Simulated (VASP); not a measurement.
Here is a VASP 6.6.1 calculation.

File INCAR:

```
SYSTEM = Bi
PREC     = Accurate       ! precision mode
ENCUT    = 520            ! plane-wave cutoff, eV
EDIFF    = 1E-8           ! SCF threshold, eV
ISMEAR   = -1             ! smearing method
SIGMA    = 0.08           ! smearing width, eV
LREAL    = .False.        ! projectors in reciprocal space
LASPH    = .True.         ! aspherical terms in the spheres
NELM     = 60             ! most SCF steps
ALGO     = Normal         ! electronic algorithm
ISIF     = 2              ! what is computed and relaxed
LWAVE    = .False.        ! write WAVECAR
LCHARG   = .False.        ! write CHGCAR
GGA      = PS             ! functional
LEFG     = .True.       
NBANDS   = 22             ! bands
```

The input KPOINTS:

```
regular mesh
0
Gamma
  9 9 3
  0 0 0
```

Contents of POSCAR:

```
Bi
1.0
    4.5390002997     -0.0453900030     -0.0453900030
   -2.3088090456      3.9535845689     -0.0166138942
   -0.1182900000     -0.1182900000     11.8290000000
Bi
2
Direct
    0.3333333333      0.6666666667      0.2500000000
    0.6666666667      0.3333333333      0.7500000000
```

Potentials or basis: VASP PAW PBE potentials, release 64 (Bi_d).

Command:

```console
$ cat potpaw_PBE.64/Bi_d/POTCAR > POTCAR
$ mpirun -np 1 vasp_std > vasp.out
```

Problem. Estimate the band gap on the k mesh.

Solution. Zero (bands 15 and 16 overlap by 2.09 eV).

Problem. What does it give for the pressure?

Solution. -3.5 GPa.

Stress tensor (GPa, compression positive):
```
-5.00 -0.08  0.04
-0.08 -5.01  0.04
 0.04  0.04 -0.39
```

Caveat: the cell differs from its parent crystal (equal xy, yz and zx shear strains of -2 %); the cell stands under tension; without QUAD_EFG the Cq values of the log hold for a quadrupole moment of 1 mb, not for the nuclei; the PAW data sets were made with another functional, which shifts forces and pressure a little; spin-orbit coupling is left out, which moves the levels of the heavy elements.
